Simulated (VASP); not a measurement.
A run of VASP 6.6.1 is set up as follows.

File INCAR:

```
ALGO = Normal
EDIFF = 1E-6
ENCUT = 520
GGA = PE
ISIF = 2
ISMEAR = 0
LASPH = T
LCHARG = F
LREAL = F
LWAVE = F
NBANDS = 16
NELM = 60
PREC = Accurate
SIGMA = 0.05
```

File KPOINTS:

```
k-points
0
Gamma
  12 12 6
```

The input POSCAR:

```
Si
1.0
    3.7558710575      0.0000000000      0.0000000000
   -1.8779355288      3.2526797491      0.0000000000
    0.0000000000      0.0000000000      6.6914598761
Si
4
Direct
    0.3333333333      0.6666666667      0.0723590967
    0.6666666667      0.3333333333      0.5723590967
    0.3333333333      0.6666666667      0.4276409033
    0.6666666667      0.3333333333      0.9276409033
```

Potentials or basis: VASP PAW PBE potentials, release 64 (Si).

The run is started by

```console
$ cat potpaw_PBE.64/Si/POTCAR > POTCAR
$ mpirun -np 1 vasp_std > vasp.out
```

(1) What does it give for the largest force?

(2) Predict the pressure.

(3) What does it give for the band gap on the k mesh?

Results:

(1) 0.929 eV/Å.

(2) -0.7 GPa.

(3) zero (bands 8 and 9 overlap by 0.03 eV).

Caveat: semilocal functionals underestimate gaps, so a narrow gap can read as zero.
